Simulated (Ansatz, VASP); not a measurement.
## Two plane-wave programs on Hf

Contents of INCAR:

```
SYSTEM = Hf
  PREC = Accurate
  ENCUT = 520
  EDIFF = 1E-6
  ISMEAR = -1
  SIGMA = 0.1
  LREAL = .FALSE.
  LASPH = .TRUE.
  NELM = 60
  ALGO = Normal
  ISIF = 2
  LWAVE = .FALSE.
  LCHARG = .FALSE.
  GGA = RP
  NBANDS = 17
```

The input KPOINTS:

```
Automatic mesh
0
G
  9 9 9
  0 0 0
```

The input POSCAR:

```
Hf
1.0
    0.0000000000      3.2355412189      3.2355412189
    3.2355412189      0.0000000000      3.2355412189
    3.2355412189      3.2355412189      0.0000000000
Hf
2
Direct
    0.1250000000      0.1250000000      0.1250000000
    0.8750000000      0.8750000000      0.8750000000
```

Input for Ansatz:

```yaml
crystal:
  lattice:
    - [0.0, 3.2355412189, 3.2355412189]
    - [3.2355412189, 0.0, 3.2355412189]
    - [3.2355412189, 3.2355412189, 0.0]
  atoms:
    - { symbol: Hf, position: [0.125, 0.125, 0.125] }
    - { symbol: Hf, position: [0.875, 0.875, 0.875] }
hamiltonian:
  xc: rpbe
  pseudopotentials:
    kind: paw
    azcp:
      Hf: "pseudopotentials/Hf.paw.azcp"
basis:
  ecutwfc: 420
  fft_grid_basis: typed
kpoints:
  mp_grid: { grid: [9, 9, 9], shift: [0, 0, 0] }
magnetization:
  spin_polarized: false
scf:
  occupations: { method: fermi_dirac, width: 0.1 }
  lower_state_search: "off"
output:
  stress: true
```

Alike in both runs: task single point; functional RPBE; k mesh 9 × 9 × 9; occupations fermi-dirac, width 0.1 eV; no spin polarisation.

|  | VASP | Ansatz |
| --- | --- | --- |
| version | VASP 6.6.1 | Ansatz 0.2.0 |
| potentials or method | VASP PAW PBE potentials, release 64 (Hf_pv), cutoff 520 eV | plane waves (420 eV) with PAW, scalar-relativistic |
| valence electrons in the cell | 20 | 52 |

|  | VASP | Ansatz | Ansatz less VASP |
| --- | --- | --- | --- |
| pressure (GPa) | 2.3 | 2.6 | +0.26 |

VASP's potentials were made for PBE, not for RPBE. The functional is the same, so the differences come from potentials, cutoffs and numerics. VASP's potentials hold 20 valence electrons a cell and Ansatz's 52, so a difference there can come from the potentials and not from the codes.

Neither program's run includes spin-orbit coupling.
